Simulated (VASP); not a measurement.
A run of VASP 6.6.1 is set up as follows.

Contents of INCAR:

```
PREC = Accurate ; ENCUT = 520
EDIFF = 1E-7 ; ISMEAR = 0
SIGMA = 0.1 ; LREAL = F
LASPH = T ; NELM = 80
ALGO = Normal ; ISIF = 2
LWAVE = F ; LCHARG = T
LDIPOL = T ; IDIPOL = 3
DIPOL = 0.5 0.5 0.489 ; GGA = PS
LELF = T ; LVHAR = T
LVACPOTAV = T ; NBANDS = 46
```

The input KPOINTS:

```
Automatic mesh
0
Gamma
  9 9 1
```

The input POSCAR:

```
W5C
1.0
    3.1543602768      0.0000000000      0.0000000000
    0.0000000000      3.1543602768      0.0000000000
    0.0000000000      0.0000000000     25.3087205537
W C
5 1
Direct
    0.5000000000      0.5000000000      0.3358526158
    0.0000000000      0.0000000000      0.3981702717
    0.5000000000      0.5000000000      0.4603429250
    0.0000000000      0.0000000000      0.5206699793
    0.5000000000      0.5000000000      0.5863364850
    0.0000000000      0.5000000000      0.6306053851
```

Potentials or basis: VASP PAW PBE potentials, release 64 (W_sv, C).

Command:

```bash
$ cat potpaw_PBE.64/W_sv/POTCAR potpaw_PBE.64/C/POTCAR > POTCAR
$ mpirun -np 1 vasp_std > vasp.out
```

Task: Estimate the largest force.

Result: 1.831 eV/Å.

Task: What does it give for the band gap on the k mesh?

Result: Zero (bands 37 and 38 overlap by 1.69 eV).

Forces on the atoms (eV/Å):
```
W    0.000  0.000  1.768
W    0.000  0.000 -1.831
W    0.000  0.000 -0.005
W    0.000  0.000  0.009
W    0.000  0.000 -0.037
C    0.000  0.000  0.097
```

Caveat: the PAW data sets were made with another functional, which shifts forces and pressure a little; spin-orbit coupling is left out, which moves the levels of the heavy elements.
